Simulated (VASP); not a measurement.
Set up this calculation in VASP 6.6.1, as the native input.

| Item | Value |
| --- | --- |
| Task | single point |
| Functional | HSE06 |
| Potentials or basis | VASP PAW PBE potentials, release 64 (Cd, Te) |
| Cutoff | 520 eV |
| k mesh | 4 × 4 × 4 |
| Occupations | gaussian, width 0.01 eV |
| Spin | no spin polarisation |
| Dipole correction | no |
| Grid for exact exchange (PRECFOCK) | Normal |
| Further INCAR settings | ALGO = Normal; EDIFF = 1e-07; NBANDS = 16 |
| Share of exact exchange | 0.25 |
| Screening parameter | 0.2079 1/Å |

The system is CdTe.

```xyz
2
Lattice="0.0000 3.2396 3.3317 3.2396 0.0000 3.3317 3.2396 3.2396 0.0000" Properties=species:S:1:pos:R:3 pbc="T T T"
Cd    0.0000    0.0000    0.0000
Te    1.6198    1.6198    1.6658
```

This cell differs from its parent crystal: epitaxial xy strain -1.2%.

The input as run:

POSCAR

```
CdTe
1.0
    0.0000000000      3.2396116693      3.3316974651
    3.2396116693      0.0000000000      3.3316974651
    3.2396116693      3.2396116693      0.0000000000
Cd Te
1 1
Direct
    0.0000000000      0.0000000000      0.0000000000
    0.2500000000      0.2500000000      0.2500000000
```

INCAR.step1

```
ALGO = Normal
EDIFF = 1E-5
ENCUT = 520
GGA = PE
ISIF = 2
ISMEAR = 0
LASPH = True
LCHARG = False
LREAL = False
LWAVE = True
NBANDS = 16
NELM = 100
PREC = Accurate
SIGMA = 0.01
```

INCAR.step2

```
ALGO = Normal
EDIFF = 1E-7
ENCUT = 520
GGA = PE
HFSCREEN = 0.2079
ISIF = 2
ISMEAR = 0
ISTART = 1
LASPH = True
LCHARG = False
LHFCALC = True
LREAL = False
LWAVE = False
NBANDS = 16
NELM = 100
PREC = Accurate
PRECFOCK = Normal
SIGMA = 0.01
```

KPOINTS

```
k-points
0
Gamma
  4 4 4
```

Potentials or basis: VASP PAW PBE potentials, release 64 (Cd, Te).

Command:

```console
$ cat potpaw_PBE.64/Cd/POTCAR potpaw_PBE.64/Te/POTCAR > POTCAR
$ cp INCAR.step1 INCAR
$ mpirun -np 1 vasp_std > vasp.out
$ cp INCAR.step2 INCAR
$ mpirun -np 1 vasp_std > vasp.out
```

Results of the run:

- Pressure: 0.6 GPa
- Band gap on the k mesh: 1.44 eV

Caveat: the cell differs from its parent crystal (epitaxial xy strain -1.2%); the PAW data sets were made with another functional, which shifts forces and pressure a little; spin-orbit coupling is left out, which moves the levels of the heavy elements.

Wall time 27 min on 1 thread of Intel(R) Xeon(R) Platinum 8375C CPU @ 2.90GHz (Ice Lake), on a shared host, peak memory 0.33 GiB.
